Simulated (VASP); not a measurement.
Wanted: the native input for a VASP 6.6.1 run.

| Item | Value |
| --- | --- |
| Task | relaxation of shape and atoms at fixed volume |
| Functional | PBE |
| Potentials or basis | VASP PAW PBE potentials, release 64 (Y_sv) |
| Cutoff | 600 eV |
| k mesh | 10 × 10 × 3 |
| Occupations | fermi-dirac, width 0.08 eV |
| Spin | no spin polarisation |
| Dipole correction | no |
| Further INCAR settings | ALGO = Normal; EDIFF = 1e-07; IBRION = 2; EDIFFG = -0.005; NSW = 50; ISIF = 4 |

The structure of Y lies in POSCAR:

```
Y
1.0
    2.8610881070      0.0000000000      0.0000000000
   -1.4305440535      2.4777749832      0.0000000000
    0.0000000000      0.0000000000      9.1821483239
Y
4
Direct
    0.0000000000      0.0000000000      0.0000000000
    0.0000000000      0.0000000000      0.5000000000
    0.3333333333      0.6666666667      0.2500000000
    0.6666666667      0.3333333333      0.7500000000
```

These files were run (other wordings do the same):

INCAR

```
ALGO = Normal ; EDIFF = 1E-7
EDIFFG = -0.005 ; ENCUT = 600
GGA = PE ; IBRION = 2
ISIF = 4 ; ISMEAR = -1
LASPH = T ; LCHARG = F
LREAL = F ; LWAVE = F
NELM = 80 ; NSW = 50
PREC = Accurate ; SIGMA = 0.08
```

KPOINTS

```
k-points
0
Gamma
  10 10 3
```

Potentials or basis: VASP PAW PBE potentials, release 64 (Y_sv).

Command:

```bash
$ cat potpaw_PBE.64/Y_sv/POTCAR > POTCAR
$ mpirun -np 1 vasp_std > vasp.out
```

It gave:

| Property | Result |
| --- | --- |
| Energy gained by relaxing | 0.5 meV/atom |
| Ionic steps | 2 |
| Pressure after relaxing | 76.8 GPa |
| Band gap on the k mesh | zero (bands 22 and 23 overlap by 2.19 eV) |

Wall time 3.4 min on 1 thread of Intel Xeon 8259CL, on a shared host, peak memory 0.24 GiB.
